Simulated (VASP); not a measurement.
# B: single point with PBE

Crystal: B.

```
B
1.0
    -1.46955    2.66214    0.00000
     0.00000    0.00000   -3.26279
    -4.40866   -2.66214    0.00000
B
8
Direct
  0.51620 0.41002 0.82793
  0.01620 0.41002 0.32793
  0.26620 0.08998 0.57793
  0.76620 0.08998 0.07793
  0.98380 0.58998 0.67207
  0.48380 0.58998 0.17207
  0.23380 0.91002 0.92207
  0.73380 0.91002 0.42207
```

| Property | Result |
| --- | --- |
| Program | VASP 6.6.1 |
| Task | single point |
| Functional | PBE |
| Potentials or basis | VASP PAW PBE potentials, release 64 (B) |
| Cutoff | 520 eV |
| k mesh | 8 × 8 × 6 |
| Occupations | gaussian, width 0.1 eV |
| Spin | no spin polarisation |
| Dipole correction | no |
| Further INCAR settings | ALGO = Normal; EDIFF = 1e-06; NBANDS = 22 |

| Quantity | Value |
| --- | --- |
| Pressure | 0.1 GPa |
| Largest force | 0.015 eV/Å |
| Band gap on the k mesh | zero (bands 12 and 13 overlap by 1.00 eV) |

Forces on the atoms (eV/Å):
```
B   -0.014 -0.006 -0.003
B   -0.014 -0.006 -0.003
B   -0.014 -0.006  0.003
B   -0.014 -0.006  0.003
B    0.014  0.006  0.003
B    0.014  0.006  0.003
B    0.014  0.006 -0.003
B    0.014  0.006 -0.003
```

Stress tensor (GPa, compression positive):
```
-0.27  0.13  0.00
 0.13 -0.06  0.00
 0.00  0.00  0.54
```

Levels at points of the mesh, in eV from the Fermi level:
```
           k point  band 9  band 10  band 11  band 12  band 13  band 14  band 15  band 16
(0.00, 0.00, 0.00)   -4.65    -4.64    -3.59     0.45     0.80     1.45     1.45     2.41
(0.50, 0.00, 0.00)   -4.39    -4.39    -1.45    -1.45     1.21     1.21     3.17     3.17
(0.00, 0.50, 0.00)   -1.96    -1.96    -1.59    -1.59     0.84     0.84     1.93     1.93
(0.50, 0.50, 0.00)   -7.07    -7.07    -7.07    -7.07     4.60     4.60     4.60     4.60
(0.00, 0.00, 0.50)   -4.56    -4.56    -3.63    -3.63     3.32     3.32     4.15     4.15
(0.50, 0.00, 0.50)   -4.65    -4.65    -3.60    -1.92    -0.55     0.60     1.45     1.45
(0.00, 0.50, 0.50)   -3.28    -3.28    -3.28    -3.28     2.22     2.22     2.22     2.22
(0.50, 0.50, 0.50)   -4.38    -4.38    -3.92    -3.92     0.73     0.73     1.93     1.93
```

It took 35 s on 1 thread of Intel(R) Xeon(R) 6975P-C (Granite Rapids), with other jobs on the host, peak memory 0.21 GiB.
